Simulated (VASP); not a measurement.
A run of VASP 6.6.1 is set up as follows.

File INCAR:

```
PREC = Accurate
ENCUT = 520
EDIFF = 1E-8
ISMEAR = -1
SIGMA = 0.03
LREAL = False
LASPH = True
NELM = 60
ALGO = Normal
ISIF = 2
LWAVE = False
LCHARG = False
GGA = PE
LEFG = True
NBANDS = 25
```

File KPOINTS:

```
regular mesh
0
Gamma
  7 7 7
```

File POSCAR:

```
SiO2
1.0
   -2.3581162984      2.3581162984      3.7188717261
    2.3581162984     -2.3581162984      3.7188717261
    2.3581162984      2.3581162984     -3.7188717261
Si O
2 4
Direct
    0.0000000000      0.0000000000      0.0000000000
    0.7500000000      0.2500000000      0.5000000000
    0.9983800000      0.6250000000      0.8733800000
    0.3750000000      0.2483800000      0.3733800000
    0.7516200000      0.1250000000      0.1266200000
    0.8750000000      0.0016200000      0.6266200000
```

Potentials or basis: VASP PAW PBE potentials, release 64 (Si, O).

Launch:

```bash
$ cat potpaw_PBE.64/Si/POTCAR potpaw_PBE.64/O/POTCAR > POTCAR
$ mpirun -np 1 vasp_std > vasp.out
```

Q: Estimate the largest force.

A: 0.402 eV/Å.

Q: What does it give for the band gap on the k mesh?

A: 6.18 eV.

Q: What does it give for the pressure?

A: 7.4 GPa.

Electric field gradients, principal values (V/Å²):
```
atom    least   middle  greatest (by size)
1 Si    2.901    2.902              -5.803
2 Si    2.901    2.902              -5.803
 3 O  -27.351  -54.829              82.180
 4 O  -27.351  -54.829              82.180
 5 O  -27.352  -54.824              82.176
 6 O  -27.352  -54.824              82.176
```

Caveat: the cell stands under pressure; without QUAD_EFG the Cq values of the log hold for a quadrupole moment of 1 mb, not for the nuclei; an odd mesh through Γ misses points on the zone boundary, where band edges can lie.
